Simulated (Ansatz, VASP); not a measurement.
# Two plane-wave programs on C

```
C
1.0
     2.47374    0.00000    0.00000
    -1.23687    2.14232    0.00000
     0.00000    0.00000    4.11898
C
4
Direct
  0.33333 0.66667 0.99991
  0.66667 0.33333 0.49991
  0.33333 0.66667 0.37409
  0.66667 0.33333 0.87409
```

Change from the starting cell: strained cell.

Alike in both runs: functional PBEsol; k mesh 9 × 9 × 6; occupations gaussian, width 0.02 eV; no spin polarisation.

Ansatz relaxed the structure, and its values are those at the end. VASP's run is a single point on that final structure, the one shown.

|  | VASP | Ansatz |
| --- | --- | --- |
| version | VASP 6.6.1 | Ansatz 0.2.0 |
| potentials or method | VASP PAW PBE potentials, release 64 (C), cutoff 520 eV | scalar-relativistic, plane waves, PAW |
| valence electrons in the cell | 16 | 16 |

|  | VASP | Ansatz | Ansatz less VASP |
| --- | --- | --- | --- |
| gap on the k mesh at the Fermi level (eV) | 2.92 | 2.94 | +0.021 |
| least direct gap on the mesh (eV) | 4.96 | 4.96 | +0.008 |
| pressure (GPa) | 15.7 | 14.4 | -1.29 |
| rms of the force components (eV/Å) | 0.004 | 0.000 | -0.0035 |

VASP's potentials were made for PBE, not for PBEsol, and Ansatz warns of the same on its side. Ansatz's warnings: stress scf threshold loose.
